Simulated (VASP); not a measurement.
# Mo6F in VASP: a series of runs

Runs on Mo6F. Level: PBE. Tasks: single point.

All numbers are computed with VASP 6.6.1; they aren't measurements. Logs are shortened: lines on timing, memory, paths and dates and some standing lists are left out, and cuts for length are marked.

## Step 1: The cell of the first run

The cell holds a slab with vacuum, 7 atoms: a = 4.470 Å, b = 4.470 Å, c = 19.760 Å, α = 90.00°, β = 90.00°, γ = 120.00°.

## Step 2: Single point, PBE

INCAR reads:

```
SYSTEM = Mo6F
PREC     = Accurate       ! precision mode
ENCUT    = 520            ! plane-wave cutoff, eV
EDIFF    = 1E-6           ! SCF threshold, eV
ISMEAR   = 0              ! smearing method
SIGMA    = 0.1            ! smearing width, eV
LREAL    = .False.        ! projectors in reciprocal space
LASPH    = .True.         ! aspherical terms in the spheres
NELM     = 60             ! most SCF steps
ALGO     = Normal         ! electronic algorithm
ISIF     = 2              ! what is computed and relaxed
LWAVE    = .False.        ! write WAVECAR
LCHARG   = .False.        ! write CHGCAR
LDIPOL   = .True.       
IDIPOL   = 3            
DIPOL    = 0.5 0.5 0.342
GGA      = PE             ! functional
NBANDS   = 54             ! bands
```

KPOINTS reads:

```
Automatic mesh
0
Gamma
  6 6 1
  0 0 0
```

POSCAR reads:

```
Mo6F
1.0
    4.4695765307      0.0000000000      0.0000000000
   -2.2347882654      3.8707668198      0.0000000000
    0.0000000000      0.0000000000     19.7595667302
Mo F
6 1
Direct
    0.6666666667      0.3333333333      0.2024335885
    0.3333333333      0.6666666667      0.2486060831
    0.0000000000      0.0000000000      0.2947785778
    0.6666666667      0.3333333333      0.3368821123
    0.3333333333      0.6666666667      0.3779725567
    0.0000000000      0.0000000000      0.4180034331
    0.0000000000      0.0000000000      0.5137482172
```

Potentials or basis: VASP PAW PBE potentials, release 64 (Mo_sv, F).

Run with:

```bash
cat potpaw_PBE.64/Mo_sv/POTCAR potpaw_PBE.64/F/POTCAR > POTCAR
mpirun -np 1 vasp_std > vasp.out
```

OUTCAR:

```text
SYSTEM = Mo6F
   PREC = Accurate
   ENCUT = 520
   EDIFF = 1E-6
   ISMEAR = 0
   LREAL = .False.
   LASPH = .True.
   NELM = 60
   ISIF = 2
   GGA = PE

 ion  position               nearest neighbor table
   1  0.667  0.333  0.202-   4 2.66   2 2.74   2 2.74   2 2.74   3 3.16   3 3.16   3 3.16
   2  0.333  0.667  0.249-   5 2.56   1 2.74   1 2.74   3 2.74   1 2.74   3 2.74   3 2.74   4 3.11
                             4 3.11   4 3.11
   3  0.000  0.000  0.295-   6 2.43   4 2.71   4 2.71   4 2.71   2 2.74   2 2.74   2 2.74   5 3.06
                             5 3.06   5 3.06   1 3.16   1 3.16   1 3.16
   4  0.667  0.333  0.337-   1 2.66   5 2.71   5 2.71   5 2.71   3 2.71   3 2.71   3 2.71   6 3.04
                             6 3.04   6 3.04   2 3.11   2 3.11   2 3.11
   5  0.333  0.667  0.378-   2 2.56   6 2.70   6 2.70   6 2.70   4 2.71   4 2.71   4 2.71   3 3.06
                             3 3.06   3 3.06
   6  0.000  0.000  0.418-   7 1.89   3 2.43   5 2.70   5 2.70   5 2.70   4 3.04   4 3.04   4 3.04

   7  0.000  0.000  0.514-   6 1.89

  LATTYP: Found a hexagonal cell.
 ALAT       =     4.4695765307
 C/A-ratio  =     4.4209035452

  Lattice vectors:

 A1 = (   4.4695765307,   0.0000000000,   0.0000000000)
 A2 = (  -2.2347882654,   3.8707668198,   0.0000000000)
 A3 = (   0.0000000000,   0.0000000000,  19.7595667302)

Analysis of symmetry for initial positions (statically):
=====================================================================
 Subroutine PRICEL returns:
 Original cell was already a primitive cell.

 Routine SETGRP: Setting up the symmetry group for a
 hexagonal supercell.

 Subroutine GETGRP returns: Found  6 space group operations
 (whereof  6 operations were pure point group operations)
 out of a pool of 24 trial point group operations.

The static configuration has the point symmetry C_3v.

Analysis of symmetry for dynamics (positions and initial velocities):
=====================================================================
 Subroutine PRICEL returns:
 Original cell was already a primitive cell.

 Routine SETGRP: Setting up the symmetry group for a
 hexagonal supercell.

 Subroutine GETGRP returns: Found  6 space group operations
 (whereof  6 operations were pure point group operations)
 out of a pool of 24 trial point group operations.

The dynamic configuration has the point symmetry C_3v.

 Subroutine INISYM returns: Found  6 space group operations
 (whereof  6 operations are pure point group operations),
 and found     1 'primitive' translations

----------------------------------------------------------------------------------------

                                     Primitive cell

  volume of cell :     341.8541

  direct lattice vectors                    reciprocal lattice vectors
     4.469576531  0.000000000  0.000000000     0.223734842  0.129173371  0.000000000
    -2.234788265  3.870766820  0.000000000     0.000000000  0.258346743  0.000000000
     0.000000000  0.000000000 19.759566730     0.000000000  0.000000000  0.050608397

  length of vectors
     4.469576531  4.469576531 19.759566730     0.258346743  0.258346743  0.050608397

  position of ions in fractional coordinates (direct lattice)
     0.666666667  0.333333333  0.202433588
     0.333333333  0.666666667  0.248606083
     0.000000000  0.000000000  0.294778578
     0.666666667  0.333333333  0.336882112
     0.333333333  0.666666667  0.377972557
     0.000000000  0.000000000  0.418003433
     0.000000000  0.000000000  0.513748217

  ion indices of the primitive-cell ions
   primitive index   ion index
                 1           1
                 2           2
                 3           3
                 4           4
                 5           5
                 6           6
                 7           7

----------------------------------------------------------------------------------------

 KPOINTS: Automatic mesh

Automatic generation of k-mesh.
 Grid dimensions read from file:
 generate k-points for:    6    6    1

 Generating k-lattice:

  Cartesian coordinates                     Fractional coordinates (reciprocal lattice)
     0.037289140  0.021528895  0.000000000     0.166666667  0.000000000  0.000000000
     0.000000000  0.043057790  0.000000000     0.000000000  0.166666667  0.000000000
     0.000000000  0.000000000  0.050608397     0.000000000  0.000000000  1.000000000

  Length of vectors
     0.043057790  0.043057790  0.050608397

  Shift w.r.t. Gamma in fractional coordinates (k-lattice)
     0.000000000  0.000000000  0.000000000

 Subroutine IBZKPT returns following result:
 ===========================================

 Found      7 irreducible k-points:

 Following reciprocal coordinates:
            Coordinates               Weight
  0.000000  0.000000  0.000000      1.000000
  0.166667  0.000000  0.000000      6.000000
  0.333333 -0.000000  0.000000      6.000000
  0.500000 -0.000000  0.000000      3.000000
  0.166667  0.166667  0.000000      6.000000
  0.333333  0.166667  0.000000     12.000000
  0.333333  0.333333  0.000000      2.000000
   k-points           NKPTS =      7   k-points in BZ     NKDIM =      7   number of bands    NBANDS=     54
   number of dos      NEDOS =    301   number of ions     NIONS =      7
   total plane-waves  NPLWV = 194400
   dimension x,y,z NGX =    36 NGY =   36 NGZ =  150
   dimension x,y,z NGXF=    72 NGYF=   72 NGZF=  300
   ions per type =               6   1
   NGX,Y,Z   is equivalent  to a cutoff of  13.39, 13.39, 12.62 a.u.
   NGXF,Y,Z  is equivalent  to a cutoff of  26.78, 26.78, 25.24 a.u.
 SYSTEM =  Mo6F
   PREC   = accura    normal or accurate (medium, high low for compatibility)
   ISTART =      0    job   : 0-new  1-cont  2-samecut
   ICHARG =      2    charge: 1-file 2-atom 10-const
   ISPIN  =      1    spin polarized calculation?
   LNONCOLLINEAR =      F non collinear calculations
   LSORBIT =      F    spin-orbit coupling
   LASPH  =      T    aspherical Exc in radial PAW
   ENCUT  =  520.0 eV  38.22 Ry    6.18 a.u.   8.31  8.31 36.74*2*pi/ulx,y,z
   NELM   =     60;   NELMIN=  2; NELMDL= -5     # of ELM steps
   EDIFF  = 0.1E-05   stopping-criterion for ELM
   LREAL  =      F    real-space projection
   EDIFFG = 0.1E-04   stopping-criterion for IOM
   NSW    =      0    number of steps for IOM
   IBRION =     -1    ionic relax: 0-MD 1-quasi-New 2-CG
   NFREE  =      0    steps in history (QN), initial steepest desc. (CG)
   ISIF   =      2    stress and relaxation
   ISYM   =      2    0-nonsym 1-usesym 2-fastsym
   POTIM  = 0.5000    time-step for ionic-motion
   TEBEG  =    0.0;   TEEND  =   0.0 temperature during run
   PSTRESS=    0.0 pullay stress
   NELECT =      91.0000    total number of electrons
   NUPDOWN=      -1.0000    fix difference up-down
   EMIN   =  10.00;   EMAX   =-10.00  energy-range for DOS
   EFERMI =   0.00;   METHOD = LEGACY
   ISMEAR =     0;   SIGMA  =   0.10  broadening in eV -4-tet -1-fermi 0-gaus
   EFERMI_NEDOS =   21; number of points for ismear=-14 and -15
   IALGO  =     38    algorithm
   IMIX   =      4    mixing-type and parameters
     AMIX     =   0.40;   BMIX     =  1.00
     AMIX_MAG =   1.60;   BMIX_MAG =  1.00
  volume/ion in A,a.u.               =      48.84       329.56
  Fermi-wavevector in a.u.,A,eV,Ry     =   1.053113  1.990095 15.089504  1.109047
  Thomas-Fermi vector in A             =   2.188222
   LORBIT       =      0    0 simple, 1 ext, 2 COOP (PROOUT), +10 PAW based schemes
   GGA     = PE    functional components
   LHFCALC =     F    Hartree Fock is set to
   AEXX    =    0.0000 exact exchange contribution
   IVDW    =     0    specifies the selected vdW correction
   LEPSILON=     F    determine dielectric tensor
   LRPA    =     F    only Hartree local field effects (RPA)
 non-spin polarized calculation
 Gauss-broadening in eV      SIGMA  =   0.10
  energy-cutoff  :      520.00
  volume of cell :      341.85
 maximum number of plane-waves:      9223
 NGX is ok and might be reduce to    36
   NGX = 17   NGY = 17   NGZ = 73

 dipolmoment           0.000000      0.000000     -0.500233 electrons x Angstroem

 number of electron      91.0000013 magnetization

 dipolmoment           0.000000      0.000000      0.302280 electrons x Angstroem

 Free energy of the ion-electron system (eV)
  ---------------------------------------------------
  ext. energy  EPLUGINS =         0.00000000
  ---------------------------------------------------
  free energy    TOTEN  =       -64.37828231 eV

  energy without entropy =      -64.32816775  energy(sigma->0) =      -64.35322503

 E-fermi :   0.0874     XC(G=0):  -5.0412

 val. band max:        0.0870057608   @ k =   0.5000  -0.0000   0.0000
 cond. band min:       0.1294935289   @ k =   0.1667   0.1667   0.0000
 fundamental gap:      0.0424877680
 Fermi energy:         0.0874087651

 k-point     1 :       0.0000    0.0000    0.0000
  band No.  band energies     occupation
      1     -61.1227      2.00000
      2     -60.9421      2.00000
      3     -60.8442      2.00000
      4     -60.7604      2.00000
      5     -60.6549      2.00000
      6     -60.5810      2.00000
[... 46 lines left out ...]
     53       1.9508      0.00000
     54       1.9753      0.00000

 k-point     2 :       0.1667    0.0000    0.0000
  band No.  band energies     occupation
      1     -61.1055      2.00000
      2     -60.9399      2.00000
      3     -60.8425      2.00000
      4     -60.7657      2.00000
      5     -60.6628      2.00000
      6     -60.5900      2.00000
[... 46 lines left out ...]
     53       1.9656      0.00000
     54       2.1007      0.00000
[... 226 lines left out ...]
     53       1.6496      0.00000
     54       1.8958      0.00000

 k-point     7 :       0.3333    0.3333    0.0000
  band No.  band energies     occupation
      1     -61.0359      2.00000
      2     -60.9132      2.00000
      3     -60.8718      2.00000
      4     -60.7549      2.00000
      5     -60.7142      2.00000
      6     -60.6202      2.00000
[... 46 lines left out ...]
     53       1.7155      0.00000
     54       1.8865      0.00000

------------------------ aborting loop because EDIFF is reached ----------------------------------------

 vacuum level on the upper side and lower side of the slab       (xc-potential included)         1.417        -1.668

  FORCE on cell =-STRESS in cart. coord.  units (eV):
  Direction    XX          YY          ZZ          XY          YZ          ZX
  --------------------------------------------------------------------------------------
  -------------------------------------------------------------------------------------
  Total       -4.9843232     -4.9843232      2.3594273      0.0000000     -0.0000000      0.0000000
  in kB      -23.3601687    -23.3601687     11.0579948      0.0000000     -0.0000000      0.0000000
  external PRESSURE =     -11.8874475 kB  Pullay stress =       0.0000000 kB

 VOLUME and BASIS-vectors are now :
 -----------------------------------------------------------------------------
  energy-cutoff  :      520.00
  volume of cell :      341.85
      direct lattice vectors                 reciprocal lattice vectors
     4.469576531  0.000000000  0.000000000     0.223734842  0.129173371  0.000000000
    -2.234788265  3.870766820  0.000000000     0.000000000  0.258346743  0.000000000
     0.000000000  0.000000000 19.759566730     0.000000000  0.000000000  0.050608397

 POSITION                                       TOTAL-FORCE (eV/Angst)
 -----------------------------------------------------------------------------------
      2.23479      1.29026      4.00000        -0.000000      0.000000      1.633006
     -0.00000      2.58051      4.91235         0.000000     -0.000000     -0.204662
      0.00000      0.00000      5.82470        -0.000000      0.000000     -2.884946
      2.23479      1.29026      6.65664        -0.000000     -0.000000     -0.807616
     -0.00000      2.58051      7.46857         0.000000      0.000000     -0.133093
      0.00000      0.00000      8.25957        -0.000000      0.000000      2.260000
      0.00000      0.00000     10.15144        -0.000000     -0.000000      0.137311
 -----------------------------------------------------------------------------------
    total drift:                               -0.000000     -0.000000      0.000043

  FREE ENERGIE OF THE ION-ELECTRON SYSTEM (eV)
  ---------------------------------------------------
  free  energy   TOTEN  =       -64.3782823076 eV

  energy  without entropy=      -64.3281677479  energy(sigma->0) =      -64.35322503

 vacuum level on the upper side and lower side of the slab         6.580         3.384
```

Run time: 3.7 min. Hardware: 1 thread of AMD EPYC 9R45 (Zen 5), shared host; peak memory 0.46 GiB.

Results:

```yaml
Free_energy: -64.3783 eV
Largest_force: 2.885 eV/Å
Band_gap_on_the_k_mesh: zero (an odd number of electrons rules out a gap without spin polarisation)
```

Forces on the atoms (eV/Å):
```
Mo   0.000  0.000  1.633
Mo   0.000  0.000 -0.205
Mo   0.000  0.000 -2.885
Mo   0.000  0.000 -0.808
Mo   0.000  0.000 -0.133
Mo   0.000  0.000  2.260
F    0.000  0.000  0.137
```

Caveat: an odd number of electrons without spin polarisation forces a metal; a magnetic or distorted state may lie lower.

## Step 3: Single point, PBE

Changes to INCAR since step 2:

```diff
@@ -3,3 +3,3 @@
 ENCUT    = 520            ! plane-wave cutoff, eV
-EDIFF    = 1E-6           ! SCF threshold, eV
+EDIFF    = 1E-7           ! SCF threshold, eV
 ISMEAR   = 0              ! smearing method
@@ -15,3 +15,3 @@
 IDIPOL   = 3            
-DIPOL    = 0.5 0.5 0.342
+DIPOL    = 0.5 0.5 0.337
 GGA      = PE             ! functional
```

KPOINTS is that of step 2.

Changes to POSCAR since step 2:

```diff
@@ -14,2 +14,2 @@
     0.0000000000      0.0000000000      0.4180034331
-    0.0000000000      0.0000000000      0.5137482172
+    0.3333333333      0.6666666667      0.4827414615
```

Potentials or basis: VASP PAW PBE potentials, release 64 (Mo_sv, F).

Run with:

```bash
cat potpaw_PBE.64/Mo_sv/POTCAR potpaw_PBE.64/F/POTCAR > POTCAR
mpirun -np 1 vasp_std > vasp.out
```

It took 3.6 min on 1 thread of AMD EPYC 9R45 (Zen 5), shared host; peak memory 0.47 GiB.

The run converged. Its results:

* Free energy: -64.3763 eV
* Largest force: 1.579 eV/Å
* Band gap on the k mesh: zero (an odd number of electrons rules out a gap without spin polarisation)

Forces in eV/Å, atoms in the order of the input:
```
Mo   0.000  0.000  1.579
Mo   0.000  0.000 -1.064
Mo   0.000  0.000 -1.134
Mo   0.000  0.000 -0.542
Mo   0.000  0.000  0.416
Mo   0.000  0.000  0.679
F    0.000  0.000  0.066
```

Levels at points of the mesh, in eV from the Fermi level:
| k point | band 44 | band 45 | band 46 | band 47 | band 48 | band 49 |
| --- | --- | --- | --- | --- | --- | --- |
| (0.00, 0.00, 0.00) | -1.05 | -1.05 | -0.83 | 0.66 | 1.18 | 1.18 |
| (0.50, 0.00, 0.00) | -0.61 | 0.00 | 0.08 | 0.19 | 0.70 | 0.81 |

Caveat: an odd number of electrons without spin polarisation forces a metal; a magnetic or distorted state may lie lower.

## Step 4: Single point, PBE

INCAR reads:

```
  PREC = Accurate
  ENCUT = 520
  EDIFF = 1E-6
  ISMEAR = 0
  SIGMA = 0.1
  LREAL = F
  LASPH = T
  NELM = 60
  ALGO = Normal
  ISIF = 2
  LWAVE = F
  LCHARG = T
  LDIPOL = T
  IDIPOL = 3
  DIPOL = 0.5 0.5 0.336
  GGA = PE
  LELF = T
  LVHAR = T
  LVACPOTAV = T
  NBANDS = 54
```

KPOINTS reads:

```
regular mesh
0
Gamma
  6 6 1
```

Changes to POSCAR since step 3:

```diff
@@ -14,2 +14,2 @@
     0.0000000000      0.0000000000      0.4180034331
-    0.3333333333      0.6666666667      0.4827414615
+    0.6666666667      0.3333333333      0.4698249344
```

Run with:

```bash
cat potpaw_PBE.64/Mo_sv/POTCAR potpaw_PBE.64/F/POTCAR > POTCAR
mpirun -np 1 vasp_std > vasp.out
```

Run time: 3.6 min. Hardware: 1 thread of AMD EPYC 9R45 (Zen 5), shared host; peak memory 0.47 GiB.

Results (log left out):

```
Free energy            : -63.4195 eV
Largest force          : 1.609 eV/Å
Band gap on the k mesh : zero (an odd number of electrons rules out a gap without spin polarisation)
```

Forces on the atoms (eV/Å):
```
Mo   0.000  0.000  1.609
Mo   0.000  0.000 -0.134
Mo   0.000  0.000 -1.230
Mo   0.000  0.000 -0.502
Mo   0.000  0.000 -0.371
Mo   0.000  0.000  0.632
F    0.000  0.000 -0.005
```

Levels at points of the mesh, in eV from the Fermi level:
| k point | band 44 | band 45 | band 46 | band 47 | band 48 | band 49 |
| --- | --- | --- | --- | --- | --- | --- |
| (0.00, 0.00, 0.00) | -0.92 | -0.92 | -0.87 | 0.21 | 1.18 | 1.18 |
| (0.50, 0.00, 0.00) | -0.39 | -0.02 | 0.02 | 0.09 | 0.46 | 0.92 |

Caveat: an odd number of electrons without spin polarisation forces a metal; a magnetic or distorted state may lie lower.

## Step 5: Overview

```tsv
cell	gap on the mesh (eV)	largest force (eV/Å)
as given, atomic positions A	none	2.88
as given, atomic positions B	none	1.58
as given, atomic positions C	none	1.61
```

Alike in all rows: task single point; level PBE; potentials or basis VASP PAW PBE potentials, release 64 (Mo_sv, F); no spin polarisation; k mesh 6 × 6 × 1; cutoff (eV) 520; smearing gaussian 0.1 eV.

Caveats: an odd number of electrons without spin polarisation forces a metal; a magnetic or distorted state may lie lower.

Absolute energies hang on the potentials; compare differences alone.

The gap in the log of VASP goes by the Fermi energy; the results here count the filled bands.